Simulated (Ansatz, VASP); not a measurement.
## Si in VASP and in Ansatz

File INCAR:

```
PREC = Accurate ; ENCUT = 600
EDIFF = 1E-6 ; ISMEAR = -1
SIGMA = 0.15 ; LREAL = False
LASPH = True ; NELM = 80
ALGO = Normal ; ISIF = 3
LWAVE = False ; LCHARG = False
GGA = PE ; IBRION = 2
NSW = 80 ; EDIFFG = -0.01
```

KPOINTS

```
regular mesh
0
Gamma
  22 22 22
```

File POSCAR:

```
Si
1.0
    0.0000000000      1.6700000000      1.6700000000
    1.6700000000      0.0000000000      1.6700000000
    1.6700000000      1.6700000000      0.0000000000
Si
1
Direct
    0.0000000000      0.0000000000      0.0000000000
```

Input for Ansatz:

```yaml
crystal:
  lattice:
    - [0.0, 1.67, 1.67]
    - [1.67, 0.0, 1.67]
    - [1.67, 1.67, 0.0]
  atoms:
    - { symbol: Si, position: [0.0, 0.0, 0.0] }
basis:
  ecutwfc: 517.016338673772
kpoints:
  mp_grid:
    grid: [22, 22, 22]
hamiltonian:
  xc: pbe
scf:
  occupations:
    method: fermi_dirac
    width: 0.15
relax:
  cell: {}
```

Alike in both runs: task relaxation of cell and atoms; functional PBE; k mesh 22 × 22 × 22; occupations fermi-dirac, width 0.15 eV; no spin polarisation.

|  | VASP | Ansatz |
| --- | --- | --- |
| version | VASP 6.6.1 | Ansatz 0.2.0 |
| potentials or method | VASP PAW PBE potentials, release 64 (Si), cutoff 600 eV | plane waves, PAW |
| valence electrons in the cell | 4 | 4 |

|  | VASP | Ansatz | Ansatz less VASP |
| --- | --- | --- | --- |
| relaxed volume (Å³/atom) | 14.48 | 14.48 | +0.003 |
| relaxed length of the cell vector where the two differ most in proportion (Å) | 2.736 | 2.736 | +0.0002 |

Noted on VASP's run: the volume moved by over 15 % at a fixed basis, so the end points are rough.
